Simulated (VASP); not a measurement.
# NaTiTe3 (Pm-3m) in VASP: single point with LDA

Aim: the single point of NaTiTe3 with LDA.

Program: VASP 6.6.1. These are calculated values, not measurements. Logs are shortened: lines on timing, memory, paths and dates and some standing lists are left out, and cuts for length are marked.

## (1) The cell of the first run

The structure is cubic, space group Pm-3m (No. 221). The conventional cell has a = 5.299 Å, b = 5.299 Å, c = 5.299 Å, α = 90.00°, β = 90.00°, γ = 90.00°. Within 4.9 Å of Na (site symmetry m-3m) lie 12 Te at 3.75 Å and 8 Ti at 4.59 Å. Within 3.5 Å of Ti (site symmetry m-3m) lie 6 Te at 2.65 Å. Te (site symmetry 4/mmm) has 2 Ti at 2.65 Å within 3.5 Å.

## (2) Single point, LDA

INCAR

```
SYSTEM = NaTiTe3
ALGO = Normal ; EDIFF = 1E-6
ENCUT = 520 ; GGA = CA
ISIF = 2 ; ISMEAR = -1
LASPH = .TRUE. ; LCHARG = .FALSE.
LREAL = .FALSE. ; LWAVE = .FALSE.
NBANDS = 26 ; NELM = 80
PREC = Accurate ; SIGMA = 0.1
```

KPOINTS

```
k-points
0
G
  6 6 6
  0 0 0
```

POSCAR

```
NaTiTe3
1.0
    5.2985248343      0.0000000000      0.0000000000
    0.0000000000      5.2985248343      0.0000000000
    0.0000000000      0.0000000000      5.2985248343
Na Ti Te
1 1 3
Direct
    0.0000000000      0.0000000000      0.0000000000
    0.5000000000      0.5000000000      0.5000000000
    0.5000000000      0.5000000000      0.0000000000
    0.0000000000      0.5000000000      0.5000000000
    0.5000000000      0.0000000000      0.5000000000
```

Potentials or basis: VASP PAW LDA potentials, release 64 (Na_pv, Ti_sv, Te).

Command:

```console
> cat potpaw_LDA.64/Na_pv/POTCAR potpaw_LDA.64/Ti_sv/POTCAR potpaw_LDA.64/Te/POTCAR > POTCAR
> mpirun -np 1 vasp_std > vasp.out
```

OUTCAR:

```text
SYSTEM = NaTiTe3
   EDIFF = 1E-6
   ENCUT = 520
   GGA = CA
   ISIF = 2
   ISMEAR = -1
   LASPH = .TRUE.
   LREAL = .FALSE.
   NELM = 80
   PREC = Accurate

 ion  position               nearest neighbor table
   1  0.000  0.000  0.000-
   2  0.500  0.500  0.500-   3 2.65   4 2.65   5 2.65   3 2.65   5 2.65   4 2.65
   3  0.500  0.500  0.000-   2 2.65   2 2.65
   4  0.000  0.500  0.500-   2 2.65   2 2.65
   5  0.500  0.000  0.500-   2 2.65   2 2.65

  LATTYP: Found a simple cubic cell.
 ALAT       =     5.2985248343

  Lattice vectors:

 A1 = (   5.2985248343,   0.0000000000,   0.0000000000)
 A2 = (   0.0000000000,   5.2985248343,   0.0000000000)
 A3 = (   0.0000000000,   0.0000000000,   5.2985248343)

Analysis of symmetry for initial positions (statically):
=====================================================================
 Subroutine PRICEL returns:
 Original cell was already a primitive cell.

 Routine SETGRP: Setting up the symmetry group for a
 simple cubic supercell.

 Subroutine GETGRP returns: Found 48 space group operations
 (whereof 48 operations were pure point group operations)
 out of a pool of 48 trial point group operations.

The static configuration has the point symmetry O_h .

Analysis of symmetry for dynamics (positions and initial velocities):
=====================================================================
 Subroutine PRICEL returns:
 Original cell was already a primitive cell.

 Routine SETGRP: Setting up the symmetry group for a
 simple cubic supercell.

 Subroutine GETGRP returns: Found 48 space group operations
 (whereof 48 operations were pure point group operations)
 out of a pool of 48 trial point group operations.

The dynamic configuration has the point symmetry O_h .

 Subroutine INISYM returns: Found 48 space group operations
 (whereof 48 operations are pure point group operations),
 and found     1 'primitive' translations

----------------------------------------------------------------------------------------

                                     Primitive cell

  volume of cell :     148.7527

  direct lattice vectors                    reciprocal lattice vectors
     5.298524834  0.000000000  0.000000000     0.188731776  0.000000000  0.000000000
     0.000000000  5.298524834  0.000000000     0.000000000  0.188731776  0.000000000
     0.000000000  0.000000000  5.298524834     0.000000000  0.000000000  0.188731776

  length of vectors
     5.298524834  5.298524834  5.298524834     0.188731776  0.188731776  0.188731776

  position of ions in fractional coordinates (direct lattice)
     0.000000000  0.000000000  0.000000000
     0.500000000  0.500000000  0.500000000
     0.500000000  0.500000000  0.000000000
     0.000000000  0.500000000  0.500000000
     0.500000000  0.000000000  0.500000000

  ion indices of the primitive-cell ions
   primitive index   ion index
                 1           1
                 2           2
                 3           3
                 4           4
                 5           5

----------------------------------------------------------------------------------------

 KPOINTS: k-points

Automatic generation of k-mesh.
 Grid dimensions read from file:
 generate k-points for:    6    6    6

 Generating k-lattice:

  Cartesian coordinates                     Fractional coordinates (reciprocal lattice)
     0.031455296  0.000000000  0.000000000     0.166666667  0.000000000  0.000000000
     0.000000000  0.031455296  0.000000000     0.000000000  0.166666667  0.000000000
     0.000000000  0.000000000  0.031455296     0.000000000  0.000000000  0.166666667

  Length of vectors
     0.031455296  0.031455296  0.031455296

  Shift w.r.t. Gamma in fractional coordinates (k-lattice)
     0.000000000  0.000000000  0.000000000

 Subroutine IBZKPT returns following result:
 ===========================================

 Found     20 irreducible k-points:

 Following reciprocal coordinates:
            Coordinates               Weight
  0.000000  0.000000  0.000000      1.000000
  0.166667  0.000000  0.000000      6.000000
  0.333333  0.000000  0.000000      6.000000
  0.500000  0.000000  0.000000      3.000000
  0.166667  0.166667  0.000000     12.000000
  0.333333  0.166667  0.000000     24.000000
[... 12 lines left out ...]
  0.500000  0.500000  0.333333      6.000000
  0.500000  0.500000  0.500000      1.000000
   k-points           NKPTS =     20   k-points in BZ     NKDIM =     20   number of bands    NBANDS=     26
   number of dos      NEDOS =    301   number of ions     NIONS =      5
   total plane-waves  NPLWV =  64000
   dimension x,y,z NGX =    40 NGY =   40 NGZ =   40
   dimension x,y,z NGXF=    80 NGYF=   80 NGZF=   80
   ions per type =               1   1   3
   NGX,Y,Z   is equivalent  to a cutoff of  12.55, 12.55, 12.55 a.u.
   NGXF,Y,Z  is equivalent  to a cutoff of  25.10, 25.10, 25.10 a.u.
 SYSTEM =  NaTiTe3
   PREC   = accura    normal or accurate (medium, high low for compatibility)
   ISTART =      0    job   : 0-new  1-cont  2-samecut
   ICHARG =      2    charge: 1-file 2-atom 10-const
   ISPIN  =      1    spin polarized calculation?
   LNONCOLLINEAR =      F non collinear calculations
   LSORBIT =      F    spin-orbit coupling
   LASPH  =      T    aspherical Exc in radial PAW
   ENCUT  =  520.0 eV  38.22 Ry    6.18 a.u.   9.85  9.85  9.85*2*pi/ulx,y,z
   NELM   =     80;   NELMIN=  2; NELMDL= -5     # of ELM steps
   EDIFF  = 0.1E-05   stopping-criterion for ELM
   LREAL  =      F    real-space projection
   EDIFFG = 0.1E-04   stopping-criterion for IOM
   NSW    =      0    number of steps for IOM
   IBRION =     -1    ionic relax: 0-MD 1-quasi-New 2-CG
   NFREE  =      0    steps in history (QN), initial steepest desc. (CG)
   ISIF   =      2    stress and relaxation
   ISYM   =      2    0-nonsym 1-usesym 2-fastsym
   POTIM  = 0.5000    time-step for ionic-motion
   TEBEG  =    0.0;   TEEND  =   0.0 temperature during run
   PSTRESS=    0.0 pullay stress
   NELECT =      37.0000    total number of electrons
   NUPDOWN=      -1.0000    fix difference up-down
   EMIN   =  10.00;   EMAX   =-10.00  energy-range for DOS
   EFERMI =   0.00;   METHOD = LEGACY
   ISMEAR =    -1;   SIGMA  =   0.10  broadening in eV -4-tet -1-fermi 0-gaus
   EFERMI_NEDOS =   21; number of points for ismear=-14 and -15
   IALGO  =     38    algorithm
   IMIX   =      4    mixing-type and parameters
     AMIX     =   0.40;   BMIX     =  1.00
     AMIX_MAG =   1.60;   BMIX_MAG =  1.00
  volume/ion in A,a.u.               =      29.75       200.77
  Fermi-wavevector in a.u.,A,eV,Ry     =   1.029565  1.945596 14.422231  1.060004
  Thomas-Fermi vector in A             =   2.163619
   LORBIT       =      0    0 simple, 1 ext, 2 COOP (PROOUT), +10 PAW based schemes
   GGA     = CA    functional components
   LHFCALC =     F    Hartree Fock is set to
   AEXX    =    0.0000 exact exchange contribution
   IVDW    =     0    specifies the selected vdW correction
   LEPSILON=     F    determine dielectric tensor
   LRPA    =     F    only Hartree local field effects (RPA)
 non-spin polarized calculation
  energy-cutoff  :      520.00
  volume of cell :      148.75
 maximum number of plane-waves:      4032
 NGX is ok and might be reduce to    40
   NGX = 19   NGY = 19   NGZ = 19

 number of electron      36.9999987 magnetization

 Free energy of the ion-electron system (eV)
  ---------------------------------------------------
  ext. energy  EPLUGINS =         0.00000000
  ---------------------------------------------------
  free energy    TOTEN  =       -23.63447488 eV

  energy without entropy =      -23.55040874  energy(sigma->0) =      -23.59244181

 E-fermi :   4.9374     XC(G=0):  -9.1073

 val. band max:        4.8671138691   @ k =   0.3333   0.3333   0.3333
 cond. band min:       4.9592347255   @ k =   0.0000   0.0000   0.0000
 fundamental gap:      0.0921208564
 Fermi energy:         4.9374232729

 k-point     1 :       0.0000    0.0000    0.0000
  band No.  band energies     occupation
      1     -51.9277      2.00000
      2     -28.6107      2.00000
      3     -28.6107      2.00000
      4     -28.6107      2.00000
      5     -19.9785      2.00000
      6     -19.9785      2.00000
[... 18 lines left out ...]
     25       5.9120      0.00012
     26       9.2873      0.00000

 k-point     2 :       0.1667    0.0000    0.0000
  band No.  band energies     occupation
      1     -51.9277      2.00000
      2     -28.6106      2.00000
      3     -28.6106      2.00000
      4     -28.6101      2.00000
      5     -19.9786      2.00000
      6     -19.9785      2.00000
[... 18 lines left out ...]
     25       6.4182      0.00000
     26       9.4023      0.00000

 k-point     3 :       0.3333    0.0000    0.0000
  band No.  band energies     occupation
      1     -51.9279      2.00000
      2     -28.6105      2.00000
      3     -28.6105      2.00000
      4     -28.6088      2.00000
      5     -19.9788      2.00000
      6     -19.9785      2.00000
[... 18 lines left out ...]
     25       7.4502      0.00000
     26       9.3863      0.00000

 k-point     4 :       0.5000    0.0000    0.0000
  band No.  band energies     occupation
      1     -51.9279      2.00000
      2     -28.6104      2.00000
      3     -28.6104      2.00000
      4     -28.6082      2.00000
      5     -19.9788      2.00000
      6     -19.9785      2.00000
[... 18 lines left out ...]
     25       8.5812      0.00000
     26       8.7213      0.00000
[... 380 lines left out ...]
      1     -51.9283      2.00000
      2     -28.6084      2.00000
      3     -28.6084      2.00000
      4     -28.6078      2.00000
      5     -19.9788      2.00000
      6     -19.9787      2.00000
[... 18 lines left out ...]
     25       8.9397      0.00000
     26      10.8161      0.00000

 k-point    19 :       0.5000    0.5000    0.3333
  band No.  band energies     occupation
      1     -51.9284      2.00000
      2     -28.6083      2.00000
      3     -28.6078      2.00000
      4     -28.6078      2.00000
      5     -19.9788      2.00000
      6     -19.9788      2.00000
[... 18 lines left out ...]
     25       9.9366      0.00000
     26      10.6866      0.00000

 k-point    20 :       0.5000    0.5000    0.5000
  band No.  band energies     occupation
      1     -51.9284      2.00000
      2     -28.6077      2.00000
      3     -28.6077      2.00000
      4     -28.6077      2.00000
      5     -19.9788      2.00000
      6     -19.9788      2.00000
[... 18 lines left out ...]
     25       9.9686      0.00000
     26      10.2811      0.00000

------------------------ aborting loop because EDIFF is reached ----------------------------------------

  FORCE on cell =-STRESS in cart. coord.  units (eV):
  Direction    XX          YY          ZZ          XY          YZ          ZX
  --------------------------------------------------------------------------------------
  -------------------------------------------------------------------------------------
  Total        0.0641219      0.0641219      0.0641219      0.0000000     -0.0000000      0.0000000
  in kB        0.6906408      0.6906408      0.6906408      0.0000000     -0.0000000      0.0000000
  external PRESSURE =       0.6906408 kB  Pullay stress =       0.0000000 kB

 VOLUME and BASIS-vectors are now :
 -----------------------------------------------------------------------------
  energy-cutoff  :      520.00
  volume of cell :      148.75
      direct lattice vectors                 reciprocal lattice vectors
     5.298524834  0.000000000  0.000000000     0.188731776  0.000000000  0.000000000
     0.000000000  5.298524834  0.000000000     0.000000000  0.188731776  0.000000000
     0.000000000  0.000000000  5.298524834     0.000000000  0.000000000  0.188731776

 POSITION                                       TOTAL-FORCE (eV/Angst)
 -----------------------------------------------------------------------------------
      0.00000      0.00000      0.00000         0.000000      0.000000      0.000000
      2.64926      2.64926      2.64926         0.000000      0.000000      0.000000
      2.64926      2.64926      0.00000         0.000000      0.000000      0.000000
      0.00000      2.64926      2.64926         0.000000      0.000000      0.000000
      2.64926      0.00000      2.64926         0.000000      0.000000      0.000000
 -----------------------------------------------------------------------------------
    total drift:                               -0.000000      0.000000     -0.000000

  FREE ENERGIE OF THE ION-ELECTRON SYSTEM (eV)
  ---------------------------------------------------
  free  energy   TOTEN  =       -23.6344748808 eV

  energy  without entropy=      -23.5504087417  energy(sigma->0) =      -23.59244181
```

It took 65 s on 1 thread of Intel Xeon Platinum 8259CL at 2.50GHz (Skylake/Cascade Lake), shared host; peak memory 0.24 GiB.

Results:

* Free energy: -23.6345 eV
* Pressure: 0.1 GPa

Caveat: spin-orbit coupling is left out, which moves the levels of the heavy elements.
